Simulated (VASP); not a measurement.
# ZrTiB4 (P6/mmm) in VASP: further runs

The runs below take ZrTiB4 through single point, relaxation of shape and atoms at fixed volume, with LDA.

Program: VASP 6.6.1. These are calculated values, not measurements. Logs are shortened: lines on timing, memory, paths and dates and some standing lists are left out, and cuts for length are marked.

### 1 The cell of the first run

The structure is hexagonal, space group P6/mmm (No. 191). The conventional cell has a = 3.101 Å, b = 3.101 Å, c = 6.777 Å, α = 90.00°, β = 90.00°, γ = 120.00°. Zr (site symmetry 6/mmm) has 12 B at 2.54 Å and 6 Zr at 3.10 Å and 2 Ti at 3.39 Å within 3.4 Å. Within 3.2 Å of Ti (site symmetry 6/mmm) lie 12 B at 2.39 Å and 6 Ti at 3.10 Å. Within 2.4 Å of B (site symmetry 3m) lie 3 B at 1.79 Å and 3 Ti at 2.39 Å.

### 2 Single point, LDA

The input, INCAR:

```
SYSTEM = ZrTiB4
ALGO = Normal ; EDIFF = 1E-6
ENCUT = 520 ; GGA = CA
ISIF = 2 ; ISMEAR = -1
LASPH = .TRUE. ; LCHARG = .TRUE.
LELF = .TRUE. ; LREAL = .FALSE.
LVHAR = .TRUE. ; LWAVE = .FALSE.
NBANDS = 27 ; NELM = 80
PREC = Accurate ; SIGMA = 0.1
```

The input, KPOINTS:

```
k-points
0
G
  10 10 4
  0 0 0
```

The input, POSCAR:

```
ZrTiB4
1.0
    3.1010620191      0.0000000000      0.0000000000
   -1.5505310095      2.6855984872      0.0000000000
    0.0000000000      0.0000000000      6.7772505139
Zr Ti B
1 1 4
Direct
    0.0000000000      0.0000000000      0.5000000000
    0.0000000000      0.0000000000      0.0000000000
    0.3333333333      0.6666666667      0.7665151959
    0.3333333333      0.6666666667      0.2334848041
    0.6666666667      0.3333333333      0.7665151959
    0.6666666667      0.3333333333      0.2334848041
```

Potentials or basis: VASP PAW LDA potentials, release 64 (Zr_sv, Ti_sv, B).

On the command line:

```bash
cat potpaw_LDA.64/Zr_sv/POTCAR potpaw_LDA.64/Ti_sv/POTCAR potpaw_LDA.64/B/POTCAR > POTCAR
mpirun -np 1 vasp_std > vasp.out
```

OUTCAR:

```text
SYSTEM = ZrTiB4
   EDIFF = 1E-6
   ENCUT = 520
   GGA = CA
   ISIF = 2
   ISMEAR = -1
   LASPH = .TRUE.
   LREAL = .FALSE.
   NELM = 80
   PREC = Accurate

 ion  position               nearest neighbor table
   1  0.000  0.000  0.500-   3 2.54   4 2.54   5 2.54   6 2.54   3 2.54   4 2.54   5 2.54   6 2.54
                             5 2.54   6 2.54   3 2.54   4 2.54   2 3.39   2 3.39
   2  0.000  0.000  0.000-   3 2.39   4 2.39   5 2.39   6 2.39   3 2.39   4 2.39   5 2.39   6 2.39
                             5 2.39   6 2.39   3 2.39   4 2.39   1 3.39   1 3.39
   3  0.333  0.667  0.767-   5 1.79   5 1.79   5 1.79   2 2.39   2 2.39   2 2.39   1 2.54   1 2.54
                             1 2.54
   4  0.333  0.667  0.233-   6 1.79   6 1.79   6 1.79   2 2.39   2 2.39   2 2.39   1 2.54   1 2.54
                             1 2.54
   5  0.667  0.333  0.767-   3 1.79   3 1.79   3 1.79   2 2.39   2 2.39   2 2.39   1 2.54   1 2.54
                             1 2.54
   6  0.667  0.333  0.233-   4 1.79   4 1.79   4 1.79   2 2.39   2 2.39   2 2.39   1 2.54   1 2.54
                             1 2.54

  LATTYP: Found a hexagonal cell.
 ALAT       =     3.1010620191
 C/A-ratio  =     2.1854611330

  Lattice vectors:

 A1 = (   3.1010620191,   0.0000000000,   0.0000000000)
 A2 = (  -1.5505310095,   2.6855984872,   0.0000000000)
 A3 = (   0.0000000000,   0.0000000000,   6.7772505139)

Analysis of symmetry for initial positions (statically):
=====================================================================
 Subroutine PRICEL returns:
 Original cell was already a primitive cell.

 Routine SETGRP: Setting up the symmetry group for a
 hexagonal supercell.

 Subroutine GETGRP returns: Found 24 space group operations
 (whereof 24 operations were pure point group operations)
 out of a pool of 24 trial point group operations.

The static configuration has the point symmetry D_6h.

Analysis of symmetry for dynamics (positions and initial velocities):
=====================================================================
 Subroutine PRICEL returns:
 Original cell was already a primitive cell.

 Routine SETGRP: Setting up the symmetry group for a
 hexagonal supercell.

 Subroutine GETGRP returns: Found 24 space group operations
 (whereof 24 operations were pure point group operations)
 out of a pool of 24 trial point group operations.

The dynamic configuration has the point symmetry D_6h.

 Subroutine INISYM returns: Found 24 space group operations
 (whereof 24 operations are pure point group operations),
[... 99 lines left out ...]
   LNONCOLLINEAR =      F non collinear calculations
   LSORBIT =      F    spin-orbit coupling
   LASPH  =      T    aspherical Exc in radial PAW
   ENCUT  =  520.0 eV  38.22 Ry    6.18 a.u.   5.77  5.77 12.60*2*pi/ulx,y,z
   NELM   =     80;   NELMIN=  2; NELMDL= -5     # of ELM steps
   EDIFF  = 0.1E-05   stopping-criterion for ELM
   LREAL  =      F    real-space projection
[... 7 lines left out ...]
   TEBEG  =    0.0;   TEEND  =   0.0 temperature during run
   PSTRESS=    0.0 pullay stress
   NELECT =      36.0000    total number of electrons
   NUPDOWN=      -1.0000    fix difference up-down
   EMIN   =  10.00;   EMAX   =-10.00  energy-range for DOS
   EFERMI =   0.00;   METHOD = LEGACY
   ISMEAR =    -1;   SIGMA  =   0.10  broadening in eV -4-tet -1-fermi 0-gaus
   EFERMI_NEDOS =   21; number of points for ismear=-14 and -15
   IALGO  =     38    algorithm
   IMIX   =      4    mixing-type and parameters
     AMIX     =   0.40;   BMIX     =  1.00
     AMIX_MAG =   1.60;   BMIX_MAG =  1.00
  volume/ion in A,a.u.               =       9.41        63.48
  Fermi-wavevector in a.u.,A,eV,Ry     =   1.409204  2.663010 27.019223  1.985857
  Thomas-Fermi vector in A             =   2.531284
   LORBIT       =      0    0 simple, 1 ext, 2 COOP (PROOUT), +10 PAW based schemes
   GGA     = CA    functional components
   LHFCALC =     F    Hartree Fock is set to
   AEXX    =    0.0000 exact exchange contribution
   IVDW    =     0    specifies the selected vdW correction
   LEPSILON=     F    determine dielectric tensor
   LRPA    =     F    only Hartree local field effects (RPA)
 non-spin polarized calculation
  energy-cutoff  :      520.00
  volume of cell :       56.44
 maximum number of plane-waves:      1532
 NGX is ok and might be reduce to    24
   NGX = 11   NGY = 11   NGZ = 25

 number of electron      36.0000002 magnetization

 Free energy of the ion-electron system (eV)
  ---------------------------------------------------
  ext. energy  EPLUGINS =         0.00000000
  ---------------------------------------------------
  free energy    TOTEN  =       -54.23139189 eV

  energy without entropy =      -54.20298101  energy(sigma->0) =      -54.21718645

 E-fermi :  10.1259     XC(G=0): -12.7521

 val. band max:       10.0923654647   @ k =   0.1000  -0.0000   0.5000
 cond. band min:      10.1543852675   @ k =   0.0000   0.0000   0.0000
 fundamental gap:      0.0620198028
 Fermi energy:        10.1259435342

 k-point     1 :       0.0000    0.0000    0.0000
  band No.  band energies     occupation
      1     -46.1378      2.00000
      2     -38.0567      2.00000
      3     -22.9599      2.00000
      4     -22.6022      2.00000
      5     -22.6022      2.00000
      6     -16.6195      2.00000
[... 709 lines left out ...]
     26      15.6637      0.00000
     27      16.6160      0.00000

 [... further k-points ...]

------------------------ aborting loop because EDIFF is reached ----------------------------------------

  FORCE on cell =-STRESS in cart. coord.  units (eV):
  Direction    XX          YY          ZZ          XY          YZ          ZX
  --------------------------------------------------------------------------------------
  -------------------------------------------------------------------------------------
  Total       -3.4163261     -3.4163261     -3.4159500     -0.0000000      0.0000000      0.0000000
  in kB      -96.9761261    -96.9761261    -96.9654504     -0.0000000      0.0000000      0.0000000
  external PRESSURE =     -96.9725676 kB  Pullay stress =       0.0000000 kB

 VOLUME and BASIS-vectors are now :
 -----------------------------------------------------------------------------
  energy-cutoff  :      520.00
  volume of cell :       56.44
      direct lattice vectors                 reciprocal lattice vectors
     3.101062019  0.000000000  0.000000000     0.322470171  0.186178240  0.000000000
    -1.550531010  2.685598487  0.000000000     0.000000000  0.372356480  0.000000000
     0.000000000  0.000000000  6.777250514     0.000000000  0.000000000  0.147552462

 POSITION                                       TOTAL-FORCE (eV/Angst)
 -----------------------------------------------------------------------------------
      0.00000      0.00000      3.38863         0.000000      0.000000     -0.000000
      0.00000      0.00000      0.00000         0.000000      0.000000     -0.000000
     -0.00000      1.79040      5.19487         0.000000     -0.000000      0.000982
     -0.00000      1.79040      1.58239         0.000000     -0.000000     -0.000982
      1.55053      0.89520      5.19487        -0.000000      0.000000      0.000982
      1.55053      0.89520      1.58239        -0.000000      0.000000     -0.000982
 -----------------------------------------------------------------------------------
    total drift:                               -0.000000      0.000000      0.000000

  FREE ENERGIE OF THE ION-ELECTRON SYSTEM (eV)
  ---------------------------------------------------
  free  energy   TOTEN  =       -54.2313918922 eV

  energy  without entropy=      -54.2029810062  energy(sigma->0) =      -54.21718645
```

OSZICAR:

```text
N       E                     dE             d eps       ncg     rms          rms(c)
DAV:   1     0.328723444029E+03    0.32872E+03   -0.17520E+04  2268   0.143E+03
DAV:   2    -0.292249615991E+02   -0.35795E+03   -0.34391E+03  2327   0.414E+02
DAV:   3    -0.607358530712E+02   -0.31511E+02   -0.30943E+02  3592   0.111E+02
DAV:   4    -0.622980061307E+02   -0.15622E+01   -0.15564E+01  3320   0.200E+01
DAV:   5    -0.623317598995E+02   -0.33754E-01   -0.33742E-01  3324   0.282E+00    0.276E+01
DAV:   6    -0.545504068359E+02    0.77814E+01   -0.33141E+01  2962   0.426E+01    0.996E+00
DAV:   7    -0.548302660019E+02   -0.27986E+00   -0.16230E+01  3240   0.263E+01    0.777E+00
DAV:   8    -0.542248322961E+02    0.60543E+00   -0.29901E+00  3142   0.986E+00    0.356E+00
DAV:   9    -0.542332879514E+02   -0.84557E-02   -0.16733E-01  3236   0.229E+00    0.913E-01
DAV:  10    -0.542315850669E+02    0.17029E-02   -0.34254E-02  3066   0.135E+00    0.181E-01
DAV:  11    -0.542317050647E+02   -0.12000E-03   -0.63293E-03  3106   0.609E-01    0.166E-01
DAV:  12    -0.542314386675E+02    0.26640E-03   -0.30118E-03  3044   0.389E-01    0.419E-02
DAV:  13    -0.542313919645E+02    0.46703E-04   -0.25721E-04  3010   0.113E-01    0.772E-03
DAV:  14    -0.542313918922E+02    0.72262E-07   -0.61249E-06  2699   0.173E-02
   1 F= -.54231392E+02 E0= -.54217186E+02  d E =-.284109E-01
```

Wall time 30 s (1 thread of Intel Xeon Platinum 8488C (Sapphire Rapids), shared host); peak memory 0.19 GiB.

Results:

```yaml
Free_energy: -54.2314 eV
Pressure: -9.7 GPa
Band_gap_on_the_k_mesh: zero (bands 18 and 19 overlap by 0.51 eV)
```

Caveat: the cell stands under tension.

### 3 Relaxation of shape and atoms at fixed volume, LDA

The input, INCAR:

```
SYSTEM = ZrTiB4
PREC = Accurate
ENCUT = 600
EDIFF = 1E-6
ISMEAR = -1
SIGMA = 0.1
LREAL = .FALSE.
LASPH = .TRUE.
NELM = 80
ALGO = Normal
ISIF = 4
LWAVE = .FALSE.
LCHARG = .FALSE.
IBRION = 2
NSW = 50
EDIFFG = -0.01
```

The input, KPOINTS:

```
Automatic mesh
0
G
  10 10 4
  0 0 0
```

The input, POSCAR:

```
ZrTiB4
1.0
    3.0971200000      0.0000000000      0.0000000000
   -1.5485600000      2.6821900000      0.0000000000
    0.0000000000      0.0000000000      6.7945000000
Zr Ti B
1 1 4
Direct
    0.0000000000      0.0000000000      0.5000000000
    0.0000000000      0.0000000000      0.0000000000
    0.3333333333      0.6666666667      0.7664300000
    0.3333333333      0.6666666667      0.2335700000
    0.6666666667      0.3333333333      0.7664300000
    0.6666666667      0.3333333333      0.2335700000
```

Potentials or basis: VASP PAW LDA potentials, release 64 (Zr_sv, Ti_sv, B).

On the command line:

```bash
cat potpaw_LDA.64/Zr_sv/POTCAR potpaw_LDA.64/Ti_sv/POTCAR potpaw_LDA.64/B/POTCAR > POTCAR
mpirun -np 1 vasp_std > vasp.out
```

Wall time 58 s (1 thread of Intel Xeon Platinum 8488C (Sapphire Rapids), shared host); peak memory 0.21 GiB.

Results (log left out):

```yaml
Free_energy: -54.2343 eV
Energy_gained_by_relaxing: 0.1 meV/atom
Ionic_steps: 2
Pressure_after_relaxing: -9.7 GPa
Band_gap_on_the_k_mesh: zero (bands 18 and 19 overlap by 0.51 eV)
```

Forces on the atoms (eV/Å):
```
Zr   0.000  0.000  0.000
Ti   0.000  0.000  0.000
B    0.000  0.000  0.003
B    0.000  0.000 -0.003
B    0.000  0.000  0.003
B    0.000  0.000 -0.003
```

Step by step:
| step | energy change (eV) | largest force (eV/Å) | pressure (GPa) | volume (Å³) |
| --- | --- | --- | --- | --- |
| 1 | 0.0000 | 0.0085 | -9.65 | 56.44 |
| 2 | -0.0005 | 0.0026 | -9.69 | 56.44 |

Final structure:
```yaml
crystal:
  lattice:
    - [3.10097, 0.00000, 0.00000]
    - [-1.55048, 2.68552, 0.00000]
    - [0.00000, 0.00000, 6.77764]
  atoms:
    - { symbol: Zr, position: [0.00000, 0.00000, 0.50000] }
    - { symbol: Ti, position: [0.00000, 0.00000, 0.00000] }
    - { symbol: B, position: [0.33333, 0.66667, 0.76649] }
    - { symbol: B, position: [0.33333, 0.66667, 0.23351] }
    - { symbol: B, position: [0.66667, 0.33333, 0.76649] }
    - { symbol: B, position: [0.66667, 0.33333, 0.23351] }
```

Levels at points of the mesh, in eV from the Fermi level:
```tsv
k point	band 14	band 15	band 16	band 17	band 18	band 19	band 20	band 21	band 22
(0.00, 0.00, 0.00)	-2.34	-2.15	-0.65	-0.65	0.03	0.03	0.68	0.68	1.67
(0.50, 0.00, 0.00)	-3.91	-3.44	-3.05	-2.38	-2.38	1.78	2.57	2.63	2.78
(0.00, 0.00, 0.50)	-2.10	-1.70	-1.70	0.10	0.42	0.44	0.44	1.73	1.73
(0.50, 0.00, 0.50)	-3.88	-3.56	-2.98	-2.53	-2.21	1.44	2.34	2.58	2.97
```

The gap in the log of VASP goes by the Fermi energy; the results here count the filled bands.